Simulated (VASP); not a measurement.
Runs of VASP 6.6.1 on ZrS2. Symmetry: P-3m1, No. 164, trigonal system. The conventional cell has a = 3.674 Å, b = 3.674 Å, c = 5.857 Å, α = 90.00°, β = 90.00°, γ = 120.00°. Within 3.4 Å of Zr (site symmetry -3m) lie 6 S at 2.57 Å. S (site symmetry 3m) has 3 Zr at 2.57 Å within 3.4 Å. 

```tsv
level	potentials or basis	k mesh	cutoff (eV)	gap on the mesh (eV)	pressure (GPa)	largest force (eV/Å)
PBE	VASP PAW PBE potentials, release 64 (Zr_sv, S)	6 × 6 × 2	500	0.88	(b)	(c)
r2SCAN	VASP PAW PBE potentials, release 64 (Zr_sv, S)	6 × 6 × 2	550	(a)	1.0	0.05
PBE	VASP PAW PBE potentials, release 64 (Zr_sv, S)	6 × 6 × 4	500	0.88	1.3	0.04
LDA	VASP PAW LDA potentials, release 64 (Zr_sv, S)	6 × 6 × 2	500	0.76	-3.9	0.27
```

Alike in all rows: task single point; no spin polarisation; cell as given; smearing gaussian 0.01 eV.

Estimate the missing entries.

(a) 1.19; (b) 1.4; (c) 0.03.

Caveats: some runs use coarse meshes; this functional lacks dispersion, which binds the layers, so the pressure and a relaxed spacing across them are unreliable (some runs); the PAW data sets were made with another functional, which shifts forces and pressure a little (some runs).

A k mesh can miss the band edges, and the runs leave out spin-orbit coupling on Zr.
